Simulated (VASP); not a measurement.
Cu:

```
CELL_PARAMETERS angstrom
0.00000 1.80750 1.80750
1.80750 0.00000 1.80750
1.80750 1.80750 0.00000
ATOMIC_POSITIONS crystal
Cu 0.00000 0.00000 0.00000
```

| Item | Value |
| --- | --- |
| Program | VASP 6.6.1 |
| Task | relaxation of cell and atoms |
| Functional | LDA |
| Potentials or basis | VASP PAW LDA potentials, release 64 (Cu_sv_GW) |
| Cutoff | 820 eV |
| k mesh | 10 × 10 × 10 |
| Occupations | fermi-dirac, width 0.1 eV |
| Spin | no spin polarisation |

At the start: pressure -13.3 GPa; volume 11.81 Å³/atom.

Where does the relaxation end?

Over 3 steps the energy falls by 41.5 meV/atom and the volume is 10.90 Å³/atom (-7.7 %); space group Fm-3m (No. 225, to 0.1 Å) before and after.

Step by step:
| step | energy change (eV) | largest force (eV/Å) | pressure (GPa) | volume (Å³) |
| --- | --- | --- | --- | --- |
| 1 | 0.0000 | 0.0000 | -13.31 | 11.81 |
| 2 | -0.0119 | 0.0000 | 14.78 | 10.21 |
| 3 | -0.0415 | 0.0000 | -0.09 | 10.90 |

Final structure:
```
CELL_PARAMETERS angstrom
0.00000 1.75961 1.75961
1.75961 0.00000 1.75961
1.75961 1.75961 0.00000
ATOMIC_POSITIONS crystal
Cu 0.00000 0.00000 0.00000
```
